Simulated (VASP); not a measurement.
Input of a VASP 6.6.1 run:

The input INCAR:

```
  PREC = Accurate
  ENCUT = 520
  EDIFF = 1E-7
  ISMEAR = -1
  SIGMA = 0.1
  LREAL = False
  LASPH = True
  NELM = 100
  ALGO = Normal
  ISIF = 2
  LWAVE = False
  LCHARG = False
  GGA = PS
  IVDW = 12
  NBANDS = 34
```

File KPOINTS:

```
regular mesh
0
Gamma
  6 6 3
```

POSCAR

```
Ba2CuSO2
1.0
    3.9951740000      0.0000000000      0.0000000000
    0.0000000000      3.9951740000      0.0000000000
    0.0000000000      0.0000000000      7.4000870000
Ba Cu S O
2 1 1 2
Direct
    0.5000000000      0.5000000000      0.7574590000
    0.5000000000      0.5000000000      0.2425410000
    0.0000000000      0.0000000000      0.5000000000
    0.0000000000      0.0000000000      0.0000000000
    0.0000000000      0.5000000000      0.5000000000
    0.5000000000      0.0000000000      0.5000000000
```

Potentials or basis: VASP PAW PBE potentials, release 64 (Ba_sv, Cu, S, O).

Launch:

```bash
$ cat potpaw_PBE.64/Ba_sv/POTCAR potpaw_PBE.64/Cu/POTCAR potpaw_PBE.64/S/POTCAR potpaw_PBE.64/O/POTCAR > POTCAR
$ mpirun -np 1 vasp_std > vasp.out
```

Estimate the pressure.

-5.3 GPa.

Predict the band gap on the k mesh.

zero (an odd number of electrons rules out a gap without spin polarisation).

What does it give for the largest force?

0.334 eV/Å.

Forces in eV/Å, atoms in the order of the input:
```
Ba   0.000  0.000 -0.334
Ba   0.000  0.000  0.334
Cu   0.000  0.000  0.000
S    0.000  0.000  0.000
O    0.000  0.000  0.000
O    0.000  0.000  0.000
```

Caveat: the cell stands under tension; the PAW data sets were made with another functional, which shifts forces and pressure a little; spin-orbit coupling is left out, which moves the levels of the heavy elements; an odd number of electrons without spin polarisation forces a metal; a magnetic or distorted state may lie lower; semilocal functionals often make such compounds metallic where correlation or magnetic order opens a gap, which also shifts bond lengths. With open d or f shells a metallic result of PBEsol can be an artefact of self-interaction; +U or a hybrid may open a gap.
